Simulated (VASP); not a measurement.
Al7C6N7, 20 atoms in the cell. The cell holds an amorphous packing of atoms, 20 atoms: a = 5.907 Å, b = 6.145 Å, c = 6.089 Å, α = 87.13°, β = 94.69°, γ = 86.17°. 

| Quantity | Value |
| --- | --- |
| Program | VASP 6.6.1 |
| Task | single point |
| Functional | PBE |
| Potentials or basis | VASP PAW PBE potentials, release 64 (C, Al, N) |
| Cutoff | 520 eV |
| k mesh | 1 × 1 × 1, shifted |
| Occupations | fermi-dirac, width 0.1379 eV |
| Spin | no spin polarisation |
| Dipole correction | no |
| Further INCAR settings | LREAL = Auto; ALGO = Normal; EDIFF = 1e-06; NBANDS = 56; ISYM = 0 |

Potentials or basis: VASP PAW PBE potentials, release 64 (C, Al, N).

The run is started by

```sh
$ cat potpaw_PBE.64/C/POTCAR potpaw_PBE.64/Al/POTCAR potpaw_PBE.64/N/POTCAR > POTCAR
$ mpirun -np 1 vasp_std > vasp.out
```

Hardware: 1 thread of Intel(R) Xeon(R) Platinum 8375C CPU @ 2.90GHz (Ice Lake) (shared host).

Problem. How long does it take, and how much memory?

Solution. Run time: 32 s on 1 thread of Intel(R) Xeon(R) Platinum 8375C CPU @ 2.90GHz (Ice Lake), with other jobs on the host, peak memory 0.32 GiB. Counts: scf iterations 17, k points 1.
